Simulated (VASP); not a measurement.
# W4C4F in VASP: further runs

Runs on W4C4F. Level: LDA. Tasks: single point.

Everything below comes from runs of VASP 6.6.1. Logs are shortened: lines on timing, memory, paths and dates and some standing lists are left out, and cuts for length are marked.

## 1. The cell of the first run

The cell holds a slab with vacuum, 18 atoms: a = 5.693 Å, b = 5.693 Å, c = 15.193 Å, α = 90.00°, β = 90.00°, γ = 120.00°.

## 2. Single point, LDA

File INCAR:

```
SYSTEM = W4C4F
PREC = Accurate
ENCUT = 520
EDIFF = 1E-6
ISMEAR = 0
SIGMA = 0.1
LREAL = .FALSE.
LASPH = .TRUE.
NELM = 120
ALGO = Normal
ISIF = 2
LWAVE = .FALSE.
LCHARG = .FALSE.
NBANDS = 94
GGA_COMPAT = .FALSE.
NELMDL = -8
```

File KPOINTS:

```
Automatic mesh
0
G
  3 3 1
  0 0 0
```

File POSCAR:

```
W4C4F
1.0
    5.6929600000      0.0000000000      0.0000000000
   -2.8464800000      4.9302480000      0.0000000000
    0.0000000000      0.0000000000     15.1931300000
W C F
8 8 2
Direct
    0.0000000000      0.0000000000      0.0658192222
   -0.0032932529     -0.0016122921      0.2527221185
    0.0000000000      0.5000000000      0.0658192222
   -0.0032979486      0.4983870994      0.2527228425
    0.5000000000      0.0000000000      0.0658192222
    0.4981823637     -0.0008764265      0.2508154673
    0.5000000000      0.5000000000      0.0658192222
    0.4981832711      0.4991292527      0.2508194822
    0.3315197604      0.1657800987      0.1531424400
    0.3386946825      0.1693805261      0.3355954961
    0.3315277372      0.6657746223      0.1531432299
    0.3386764309      0.6693886393      0.3355904280
    0.8333699318      0.1666885723      0.1517618160
    0.8194317175      0.1597653911      0.3263223575
    0.8333546935      0.6666970911      0.1517589200
    0.8194333794      0.6597469336      0.3263267016
    1.3192239440      1.1596923725      0.4216344493
    1.3193052722      1.6597461223      0.4216306317
```

Potentials or basis: VASP PAW LDA potentials, release 64 (W_sv, C, F).

Run with:

```sh
> cat potpaw_LDA.64/W_sv/POTCAR potpaw_LDA.64/C/POTCAR potpaw_LDA.64/F/POTCAR > POTCAR
> mpirun -np 1 vasp_std > vasp.out
```

OUTCAR:

```text
SYSTEM = W4C4F
   PREC = Accurate
   ENCUT = 520
   EDIFF = 1E-6
   ISMEAR = 0
   LREAL = .FALSE.
   LASPH = .TRUE.
   NELM = 120
   ISIF = 2
   NELMDL = -8

 ion  position               nearest neighbor table
   1  0.000  0.000  0.066-  15 2.10  13 2.10   9 2.11   2 2.84   5 2.85   5 2.85   3 2.85   3 2.85
                             7 2.85   7 2.85
   2  0.997  0.998  0.253-  16 2.01  14 2.01  10 2.10   9 2.24  13 2.24  15 2.24   1 2.84   8 2.84
                             6 2.84   4 2.85   4 2.85   6 2.85   8 2.85
   3  0.000  0.500  0.066-  13 2.10  15 2.10  11 2.11   4 2.84   7 2.85   7 2.85   5 2.85   1 2.85
                             1 2.85   5 2.85
   4  0.997  0.498  0.253-  14 2.01  16 2.01  12 2.10  11 2.24  15 2.24  13 2.24   3 2.84   8 2.84
                             6 2.84   2 2.85   2 2.85   6 2.85   8 2.85
   5  0.500  0.000  0.066-  13 2.10  11 2.12   9 2.12   6 2.81   1 2.85   1 2.85   3 2.85   7 2.85
                             7 2.85   3 2.85
   6  0.498  0.999  0.251-  14 1.96  12 2.07  10 2.07   9 2.21  11 2.21  13 2.24   5 2.81   4 2.84
                             2 2.84   8 2.85   8 2.85   2 2.85   4 2.85
   7  0.500  0.500  0.066-  15 2.10   9 2.12  11 2.12   8 2.81   3 2.85   3 2.85   5 2.85   5 2.85
                             1 2.85   1 2.85
   8  0.498  0.499  0.251-  16 1.96  10 2.07  12 2.07  11 2.21   9 2.21  15 2.24   7 2.81   4 2.84
                             2 2.84   6 2.85   6 2.85   2 2.85   4 2.85
   9  0.332  0.166  0.153-   1 2.11   7 2.12   5 2.12   6 2.21   8 2.21   2 2.24
  10  0.339  0.169  0.336-  17 1.31   8 2.07   6 2.07   2 2.10
  11  0.332  0.666  0.153-   3 2.11   5 2.12   7 2.12   8 2.21   6 2.21   4 2.24
  12  0.339  0.669  0.336-  18 1.31   6 2.07   8 2.07   4 2.10
  13  0.833  0.167  0.152-   3 2.10   1 2.10   5 2.10   6 2.24   2 2.24   4 2.24
  14  0.819  0.160  0.326-   6 1.96   4 2.01   2 2.01
  15  0.833  0.667  0.152-   1 2.10   3 2.10   7 2.10   8 2.24   4 2.24   2 2.24
  16  0.819  0.660  0.326-   8 1.96   4 2.01   2 2.01
  17  0.319  0.160  0.422-  10 1.31
  18  0.319  0.660  0.422-  12 1.31

  LATTYP: Found a hexagonal cell.
 ALAT       =     5.6929600000
 C/A-ratio  =     2.6687575532

  Lattice vectors:

 A1 = (   5.6929600000,   0.0000000000,   0.0000000000)
 A2 = (  -2.8464800000,   4.9302480000,   0.0000000000)
 A3 = (   0.0000000000,   0.0000000000,  15.1931300000)

Analysis of symmetry for initial positions (statically):
=====================================================================
 Subroutine PRICEL returns:
 Original cell was already a primitive cell.

 Routine SETGRP: Setting up the symmetry group for a
 hexagonal supercell.

 Subroutine GETGRP returns: Found  1 space group operations
 (whereof  1 operations were pure point group operations)
 out of a pool of 24 trial point group operations.

The static configuration has the point symmetry C_1 .

Analysis of symmetry for dynamics (positions and initial velocities):
=====================================================================
 Subroutine PRICEL returns:
 Original cell was already a primitive cell.

 Routine SETGRP: Setting up the symmetry group for a
 hexagonal supercell.

 Subroutine GETGRP returns: Found  1 space group operations
 (whereof  1 operations were pure point group operations)
 out of a pool of 24 trial point group operations.

The dynamic configuration has the point symmetry C_1 .

 Subroutine INISYM returns: Found  1 space group operations
 (whereof  1 operations are pure point group operations),
 and found     1 'primitive' translations

----------------------------------------------------------------------------------------

                                     Primitive cell

  volume of cell :     426.4363

  direct lattice vectors                    reciprocal lattice vectors
     5.692960000  0.000000000  0.000000000     0.175655546  0.101414777  0.000000000
    -2.846480000  4.930248000  0.000000000     0.000000000  0.202829553  0.000000000
     0.000000000  0.000000000 15.193130000     0.000000000  0.000000000  0.065819222

  length of vectors
     5.692960000  5.692960015 15.193130000     0.202829554  0.202829553  0.065819222

  position of ions in fractional coordinates (direct lattice)
     0.000000000  0.000000000  0.065819222
     0.996706747  0.998387708  0.252722119
     0.000000000  0.500000000  0.065819222
     0.996702051  0.498387099  0.252722842
     0.500000000  0.000000000  0.065819222
     0.498182364  0.999123574  0.250815467
[... 10 lines left out ...]
     0.319223944  0.159692372  0.421634449
     0.319305272  0.659746122  0.421630632

  ion indices of the primitive-cell ions
   primitive index   ion index
                 1           1
                 2           2
                 3           3
                 4           4
                 5           5
                 6           6
[... 10 lines left out ...]
                17          17
                18          18

----------------------------------------------------------------------------------------

 KPOINTS: Automatic mesh

Automatic generation of k-mesh.
 Grid dimensions read from file:
 generate k-points for:    3    3    1

 Generating k-lattice:

  Cartesian coordinates                     Fractional coordinates (reciprocal lattice)
     0.058551849  0.033804926  0.000000000     0.333333333  0.000000000  0.000000000
     0.000000000  0.067609851  0.000000000     0.000000000  0.333333333  0.000000000
     0.000000000  0.000000000  0.065819222     0.000000000  0.000000000  1.000000000

  Length of vectors
     0.067609851  0.067609851  0.065819222

  Shift w.r.t. Gamma in fractional coordinates (k-lattice)
     0.000000000  0.000000000  0.000000000

 Subroutine IBZKPT returns following result:
 ===========================================

 Found      5 irreducible k-points:

 Following reciprocal coordinates:
            Coordinates               Weight
  0.000000  0.000000  0.000000      1.000000
  0.333333 -0.000000  0.000000      2.000000
  0.000000  0.333333  0.000000      2.000000
 -0.333333  0.333333  0.000000      2.000000
  0.333333  0.333333  0.000000      2.000000
   k-points           NKPTS =      5   k-points in BZ     NKDIM =      5   number of bands    NBANDS=     94
   number of dos      NEDOS =    301   number of ions     NIONS =     18
   total plane-waves  NPLWV = 211680
   dimension x,y,z NGX =    42 NGY =   42 NGZ =  120
   dimension x,y,z NGXF=    84 NGYF=   84 NGZF=  240
   ions per type =               8   8   2
   NGX,Y,Z   is equivalent  to a cutoff of  12.26, 12.26, 13.13 a.u.
   NGXF,Y,Z  is equivalent  to a cutoff of  24.53, 24.53, 26.26 a.u.
 SYSTEM =  W4C4F
   PREC   = accura    normal or accurate (medium, high low for compatibility)
   ISTART =      0    job   : 0-new  1-cont  2-samecut
   ICHARG =      2    charge: 1-file 2-atom 10-const
   ISPIN  =      1    spin polarized calculation?
   LNONCOLLINEAR =      F non collinear calculations
   LSORBIT =      F    spin-orbit coupling
   LASPH  =      T    aspherical Exc in radial PAW
   ENCUT  =  520.0 eV  38.22 Ry    6.18 a.u.  10.59 10.59 28.25*2*pi/ulx,y,z
   NELM   =    120;   NELMIN=  2; NELMDL= -8     # of ELM steps
   EDIFF  = 0.1E-05   stopping-criterion for ELM
   LREAL  =      F    real-space projection
   EDIFFG = 0.1E-04   stopping-criterion for IOM
   NSW    =      0    number of steps for IOM
   IBRION =     -1    ionic relax: 0-MD 1-quasi-New 2-CG
   NFREE  =      0    steps in history (QN), initial steepest desc. (CG)
   ISIF   =      2    stress and relaxation
   ISYM   =      2    0-nonsym 1-usesym 2-fastsym
   POTIM  = 0.5000    time-step for ionic-motion
   TEBEG  =    0.0;   TEEND  =   0.0 temperature during run
   PSTRESS=    0.0 pullay stress
   NELECT =     158.0000    total number of electrons
   NUPDOWN=      -1.0000    fix difference up-down
   EMIN   =  10.00;   EMAX   =-10.00  energy-range for DOS
   EFERMI =   0.00;   METHOD = LEGACY
   ISMEAR =     0;   SIGMA  =   0.10  broadening in eV -4-tet -1-fermi 0-gaus
   EFERMI_NEDOS =   21; number of points for ismear=-14 and -15
   IALGO  =     38    algorithm
   IMIX   =      4    mixing-type and parameters
     AMIX     =   0.40;   BMIX     =  1.00
     AMIX_MAG =   1.60;   BMIX_MAG =  1.00
  volume/ion in A,a.u.               =      23.69       159.87
  Fermi-wavevector in a.u.,A,eV,Ry     =   1.175824  2.221986 18.810913  1.382563
  Thomas-Fermi vector in A             =   2.312199
   LORBIT       =      0    0 simple, 1 ext, 2 COOP (PROOUT), +10 PAW based schemes
   GGA     = CA    functional components
   LHFCALC =     F    Hartree Fock is set to
   AEXX    =    0.0000 exact exchange contribution
   IVDW    =     0    specifies the selected vdW correction
   LEPSILON=     F    determine dielectric tensor
   LRPA    =     F    only Hartree local field effects (RPA)
 non-spin polarized calculation
 Gauss-broadening in eV      SIGMA  =   0.10
  energy-cutoff  :      520.00
  volume of cell :      426.44
 maximum number of plane-waves:     11517
 NGX is ok and might be reduce to    42
   NGX = 21   NGY = 21   NGZ = 57

 number of electron     158.0000006 magnetization

 Free energy of the ion-electron system (eV)
  ---------------------------------------------------
  ext. energy  EPLUGINS =         0.00000000
  ---------------------------------------------------
  free energy    TOTEN  =      -189.42615238 eV

  energy without entropy =     -189.37106926  energy(sigma->0) =     -189.39861082

 E-fermi :   0.7913     XC(G=0):  -7.0714

 val. band max:        0.7519839107   @ k =  -0.3333   0.3333   0.0000
 cond. band min:       0.8019973285   @ k =  -0.3333   0.3333   0.0000
 fundamental gap:      0.0500134178
 Fermi energy:         0.7912679567

 k-point     1 :       0.0000    0.0000    0.0000
  band No.  band energies     occupation
      1     -72.4187      2.00000
      2     -72.3473      2.00000
      3     -72.3412      2.00000
      4     -72.3359      2.00000
      5     -72.2483      2.00000
      6     -72.1999      2.00000
[... 459 lines left out ...]
     90       3.6933      0.00000
     91       3.7024      0.00000
 [bands above 91 left out]

------------------------ aborting loop because EDIFF is reached ----------------------------------------

  FORCE on cell =-STRESS in cart. coord.  units (eV):
  Direction    XX          YY          ZZ          XY          YZ          ZX
  --------------------------------------------------------------------------------------
  -------------------------------------------------------------------------------------
  Total       10.7243261      9.8432583      3.3339908      0.7674527     -0.0541861     -0.0690141
  in kB       40.2927067     36.9824187     12.5262428      2.8834208     -0.2035842     -0.2592950
  external PRESSURE =      29.9337894 kB  Pullay stress =       0.0000000 kB

 VOLUME and BASIS-vectors are now :
 -----------------------------------------------------------------------------
  energy-cutoff  :      520.00
  volume of cell :      426.44
      direct lattice vectors                 reciprocal lattice vectors
     5.692960000  0.000000000  0.000000000     0.175655546  0.101414777  0.000000000
    -2.846480000  4.930248000  0.000000000     0.000000000  0.202829553  0.000000000
     0.000000000  0.000000000 15.193130000     0.000000000  0.000000000  0.065819222

 POSITION                                       TOTAL-FORCE (eV/Angst)
 -----------------------------------------------------------------------------------
      0.00000      0.00000      1.00000         0.094668      0.055783     -0.124133
      2.83232      4.92230      3.83964         0.033909      0.018660     -0.037020
     -1.42324      2.46512      1.00000         0.094837      0.055608     -0.123518
      4.25554      2.45717      3.83965         0.034693      0.019311     -0.037935
      2.84648      0.00000      1.00000        -0.099959     -0.056895     -0.142451
     -0.00785      4.92593      3.81067        -0.029209     -0.016790     -0.017821
[... 10 lines left out ...]
      1.36277      0.78732      6.40595        -0.029107     -0.017517      0.548230
     -0.06016      3.25271      6.40589        -0.030107     -0.017941      0.549186
 -----------------------------------------------------------------------------------
    total drift:                                0.000811      0.000547     -0.002604

  FREE ENERGIE OF THE ION-ELECTRON SYSTEM (eV)
  ---------------------------------------------------
  free  energy   TOTEN  =      -189.4261523754 eV

  energy  without entropy=     -189.3710692610  energy(sigma->0) =     -189.39861082
```

It took 17 min on 1 thread of Intel Xeon 8259CL, shared host; peak memory 0.47 GiB.

What came out:

- Free energy: -189.4262 eV
- Largest force: 0.550 eV/Å
- Band gap on the k mesh: zero (bands 79 and 80 overlap by 1.07 eV)

Forces on the atoms (eV/Å):
```
W    0.095  0.056 -0.124
W    0.034  0.019 -0.037
W    0.095  0.056 -0.124
W    0.035  0.019 -0.038
W   -0.100 -0.057 -0.142
W   -0.029 -0.017 -0.018
W   -0.100 -0.057 -0.143
W   -0.029 -0.018 -0.018
C    0.003  0.001  0.004
C    0.023  0.014 -0.423
C    0.002  0.002  0.004
C    0.024  0.014 -0.422
C    0.001  0.001  0.013
C    0.003  0.001  0.178
C    0.002  0.001  0.014
C    0.002  0.002  0.178
F   -0.029 -0.018  0.548
F   -0.030 -0.018  0.549
```

Levels at points of the mesh, in eV from the Fermi level:
| k point | band 76 | band 77 | band 78 | band 79 | band 80 | band 81 | band 82 | band 83 |
| --- | --- | --- | --- | --- | --- | --- | --- | --- |
| (0.00, 0.00, 0.00) | -0.25 | 0.52 | 0.55 | 0.81 | 0.84 | 0.85 | 1.41 | 1.77 |

Caveat: the k points lie up to 0.42 Å⁻¹ apart, too coarse for converged energies and pressures of a metal; spin-orbit coupling is left out, which moves the levels of the heavy elements.

## 3. Single point, LDA

Edit INCAR of step 2 so:

```diff
@@ -13,2 +13,3 @@
 LCHARG = .FALSE.
+GGA = CA
 NBANDS = 94
```

File KPOINTS:

```
regular mesh
0
G
  3 3 1
  0 0 0
```

File POSCAR:

```
W4C4F
1.0
    5.6929600000      0.0000000000      0.0000000000
   -2.8464800000      4.9302480000      0.0000000000
    0.0000000000      0.0000000000     15.1931300000
W C F
8 8 2
Direct
    0.0000000000      0.0000000000      0.0658192222
   -0.0033012163     -0.0021913705      0.2506365706
    0.0000000000      0.5000000000      0.0658192222
   -0.0017325071      0.4997912884      0.2527473272
    0.5000000000      0.0000000000      0.0658192222
    0.4970094211     -0.0020341776      0.2507857828
    0.5000000000      0.5000000000      0.0658192222
    0.4980549567      0.4996458596      0.2528244674
    0.3324373831      0.1667974917      0.1531507991
    0.3251171613      0.1570645128      0.3354387806
    0.3321656161      0.6652066995      0.1517707016
    0.3358152558      0.6760096044      0.3264455053
    0.8325459143      0.1669885572      0.1531175604
    0.8259243736      0.1580529012      0.3355438939
    0.8320003091      0.6651107612      0.1517259446
    0.8357048886      0.6758960198      0.3263478296
    1.3238566678      1.1652381381      0.4215941021
    0.8286103282      1.1683491378      0.4217512126
```

Potentials or basis: VASP PAW LDA potentials, release 64 (W_sv, C, F).

Run with:

```sh
> cat potpaw_LDA.64/W_sv/POTCAR potpaw_LDA.64/C/POTCAR potpaw_LDA.64/F/POTCAR > POTCAR
> mpirun -np 1 vasp_std > vasp.out
```

Wall time 4.3 min (1 thread of Intel Xeon 6975P-C (Granite Rapids), shared host); peak memory 0.46 GiB.

It converged, with:

```
Free energy            : -189.4160 eV
Largest force          : 0.601 eV/Å
Band gap on the k mesh : zero (bands 79 and 80 overlap by 1.07 eV)
```

Forces in eV/Å, atoms in the order of the input:
```
W   -0.050  0.032 -0.176
W    0.013  0.057 -0.017
W   -0.035 -0.158 -0.126
W   -0.003 -0.022 -0.032
W   -0.052  0.037 -0.158
W    0.001  0.056 -0.024
W   -0.044 -0.167 -0.118
W    0.005 -0.031 -0.041
C    0.006  0.009  0.004
C    0.011 -0.018 -0.417
C   -0.003 -0.001  0.014
C    0.010  0.014  0.174
C    0.002  0.002  0.006
C    0.030 -0.038 -0.413
C   -0.001 -0.002  0.019
C    0.011  0.024  0.181
F    0.071  0.117  0.585
F    0.028  0.090  0.539
```

Levels at points of the mesh, in eV from the Fermi level:
```tsv
k point	band 76	band 77	band 78	band 79	band 80	band 81	band 82	band 83	band 84	band 85
(0.00, 0.00, 0.00)	-0.28	0.53	0.55	0.81	0.84	0.85	1.43	1.76	2.59	2.65
```

Caveat: the k points lie up to 0.42 Å⁻¹ apart, too coarse for converged energies and pressures of a metal; spin-orbit coupling is left out, which moves the levels of the heavy elements.
